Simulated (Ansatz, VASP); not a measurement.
Given: the input of a run of Ansatz 0.2.0 on GeCN2.

input.yaml

```yaml
crystal:
  lattice:
    - [1.7817511454, 1.0286945034, 4.8889229472]
    - [-1.7817511454, 1.0286945034, 4.8889229472]
    - [0.0, -2.0573890068, 4.8889229472]
  atoms:
    - { symbol: Ge, position: [0.0, 0.0, 0.0] }
    - { symbol: "N", position: [0.5839044, 0.5839044, 0.5839044] }
    - { symbol: "N", position: [0.4160956, 0.4160956, 0.4160956] }
    - { symbol: C, position: [0.5, 0.5, 0.5] }
kpoints:
  mp_grid: { grid: [9, 9, 9] }
scf:
  occupations: { method: fermi_dirac, width: 0.05 }
hamiltonian:
  xc: pbe
  pseudopotentials: { kind: all_electron, lapw: { basis_error: 0.001 } }
output:
  forces: true
  stress: true
  eigenvalues: true
```

Potentials or basis: all-electron LAPW, scalar-relativistic.

The run is started by

```bash
$ ansatz run input.yaml --threads 2 --pin off --max-ram 6144MiB --backend cpu --events-out ev --progress --plain --runs-dir out
```

Problem. Translate it to VASP 6.6.1. Potentials there: VASP PAW PBE potentials, release 64 (Ge_d, N, C).

Solution. As run (the cutoff follows the program's own potentials):

File INCAR:

```
  ALGO = Normal
  EDIFF = 1E-6
  ENCUT = 520
  GGA = PE
  ISIF = 2
  ISMEAR = -1
  LASPH = T
  LCHARG = F
  LREAL = F
  LWAVE = F
  NBANDS = 22
  NELM = 60
  PREC = Accurate
  SIGMA = 0.05
```

File KPOINTS:

```
k-points
0
Gamma
  9 9 9
```

The input POSCAR:

```
GeCN2
1.0
    1.7817511454      1.0286945034      4.8889229472
   -1.7817511454      1.0286945034      4.8889229472
    0.0000000000     -2.0573890068      4.8889229472
Ge N C
1 2 1
Direct
    0.0000000000      0.0000000000      0.0000000000
    0.5839044000      0.5839044000      0.5839044000
    0.4160956000      0.4160956000      0.4160956000
    0.5000000000      0.5000000000      0.5000000000
```

Potentials or basis: VASP PAW PBE potentials, release 64 (Ge_d, N, C).

Launch:

```bash
$ cat potpaw_PBE.64/Ge_d/POTCAR potpaw_PBE.64/N/POTCAR potpaw_PBE.64/C/POTCAR > POTCAR
$ mpirun -np 1 vasp_std > vasp.out
```

Both were run:

|  | VASP | Ansatz | Ansatz less VASP |
| --- | --- | --- | --- |
| gap on the k mesh at the Fermi level (eV) | 1.07 | 1.07 | +0.001 |
| least direct gap on the mesh (eV) | 1.88 | 1.90 | +0.014 |
| pressure (GPa) | 2.9 | 2.7 | -0.21 |
| traceless stress, the component that is largest in VASP (GPa) | 3.67 | 2.91 | -0.759 |
| rms of the force components (eV/Å) | 0.272 | 0.214 | -0.0578 |

Atom by atom the forces differ by 0.058 eV/Å (rms over components). Ansatz ran all-electron here, and VASP with PAW potentials.

Noted on VASP's run: the standard files for N, O and F lose accuracy on very short bonds.
